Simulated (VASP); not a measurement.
A run of VASP 6.6.1 is set up as follows.

Contents of INCAR:

```
SYSTEM = C
ALGO     = Normal         ! electronic algorithm
EDIFF    = 1E-6           ! SCF threshold, eV
ENCUT    = 520            ! plane-wave cutoff, eV
GGA      = PE             ! functional
ISIF     = 2              ! what is computed and relaxed
ISMEAR   = 0              ! smearing method
IVDW     = 12             ! dispersion correction
LASPH    = .True.         ! aspherical terms in the spheres
LCHARG   = .False.        ! write CHGCAR
LREAL    = .False.        ! projectors in reciprocal space
LWAVE    = .False.        ! write WAVECAR
NBANDS   = 11             ! bands
NELM     = 100            ! most SCF steps
PREC     = Accurate       ! precision mode
SIGMA    = 0.03           ! smearing width, eV
```

Contents of KPOINTS:

```
k-points
0
Gamma
  16 16 16
  0 0 0
```

Contents of POSCAR:

```
C
1.0
    0.0000000000      2.1895892675      3.4862287771
    1.2648346047      0.0000000000      3.4862287771
    1.2648346047      2.1895892675      0.0000000000
C
2
Direct
    0.1403389013      0.8596610987      0.1403389013
    0.8596610987      0.1403389013      0.8596610987
```

Potentials or basis: VASP PAW PBE potentials, release 64 (C).

Command:

```sh
$ cat potpaw_PBE.64/C/POTCAR > POTCAR
$ mpirun -np 1 vasp_std > vasp.out
```

Estimate the pressure.

5.8 GPa.

Predict the largest force.

13.154 eV/Å.

Estimate the band gap on the k mesh.

zero (bands 4 and 5 overlap by 1.50 eV).

Estimate the dispersion energy per atom.

-0.147 eV.

Stress tensor (GPa, compression positive):
```
-16.92   0.00   0.00
  0.00  35.51   0.00
  0.00   0.00  -1.18
```

Caveat: the cell differs from its parent crystal (atoms shifted along a free coordinate); the stress differs along the axes, from -17 to 36 GPa; forces of over 1 eV/Å act on the atoms, so gaps and moduli don't describe the material at rest.
